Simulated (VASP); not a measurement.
# LiPr3N2: relaxation of cell and atoms with PBE

Crystal: LiPr3N2.

```
Li Pr N
1.0
    -2.45418    2.45418    6.04012
     2.45418   -2.45418    6.04012
     2.45418    2.45418   -6.04012
Li Pr N
1 3 2
Direct
  0.00000 0.00000 0.00000
  0.75000 0.25000 0.50000
  0.25000 0.75000 0.50000
  0.50000 0.50000 0.00000
  0.69711 0.69711 0.00000
  0.30289 0.30289 0.00000
```

The cell was generated, and may not be a known phase.

```
Program                : VASP 6.6.1
Task                   : relaxation of cell and atoms
Functional             : PBE
Potentials or basis    : VASP PAW PBE potentials, release 64 (Li_sv, Pr_3, N), 4f in core
Cutoff                 : 750 eV
k mesh                 : 6 × 6 × 6
Occupations            : gaussian, width 0.1 eV
Spin                   : no spin polarisation
Dipole correction      : no
Further INCAR settings : ALGO = Normal; EDIFF = 1e-07; IBRION = 2; EDIFFG = -0.04; NSW = 90; ISIF = 3
```

* Relaxed volume: 24.31 Å³/atom
* Relaxed cell: a = 6.954 Å, b = 6.954 Å, c = 6.954 Å, α = 138.55°, β = 138.55°, γ = 60.06°
* Space group after relaxing (to 0.1 Å): I4/mmm (No. 139)
* Energy gained by relaxing: 0.2 meV/atom
* Ionic steps: 4
* Pressure after relaxing: -0.2 GPa
* Largest force after relaxing: 0.010 eV/Å
* Band gap on the k mesh: zero (bands 23 and 24 overlap by 0.32 eV)

Forces in eV/Å, atoms in the order of the input:
```
Li   0.000  0.000  0.000
Pr   0.000  0.000  0.000
Pr   0.000  0.000  0.000
Pr   0.000  0.000  0.000
N    0.000  0.000  0.010
N    0.000  0.000 -0.010
```

Step by step:
| step | energy change (eV) | largest force (eV/Å) | pressure (GPa) | volume (Å³) |
| --- | --- | --- | --- | --- |
| 1 | 0.0000 | 0.0597 | 0.04 | 145.52 |
| 2 | -0.0005 | 0.0477 | -0.04 | 145.64 |
| 3 | -0.0009 | 0.0153 | -0.25 | 145.95 |
| 4 | -0.0011 | 0.0104 | -0.20 | 145.85 |

Final structure:
```
Li Pr N
1.0
    -2.46098    2.46098    6.02057
     2.46098   -2.46098    6.02057
     2.46098    2.46098   -6.02057
Li Pr N
1 3 2
Direct
  0.00000 0.00000 0.00000
  0.75000 0.25000 0.50000
  0.25000 0.75000 0.50000
  0.50000 0.50000 0.00000
  0.69812 0.69812 0.00000
  0.30188 0.30188 0.00000
```

Levels at points of the mesh, in eV from the Fermi level:
| k point | band 21 | band 22 | band 23 | band 24 | band 25 | band 26 |
| --- | --- | --- | --- | --- | --- | --- |
| (0.00, 0.00, 0.00) | -1.79 | -1.79 | -0.34 | 0.47 | 1.97 | 1.97 |
| (0.50, 0.00, 0.00) | -1.93 | -1.20 | -0.42 | 0.36 | 0.36 | 1.93 |
| (0.50, 0.50, 0.00) | -1.90 | -0.77 | -0.08 | 0.53 | 0.97 | 1.54 |
| (0.50, 0.50, 0.50) | -1.31 | -1.31 | -0.36 | -0.23 | 0.01 | 2.23 |

Wall time 10 min on 1 thread of Intel(R) Xeon(R) 6975P-C (Granite Rapids) (shared host), peak memory 0.72 GiB.

Caveat: spin-orbit coupling is left out, which moves the levels of the heavy elements; the 4f electrons are frozen in the core, so they carry no moment and show no levels; the run has no spin polarisation, though such a crystal can be magnetic. Spin polarisation is off, so any magnetic state and its effect on volume and gap are missing.
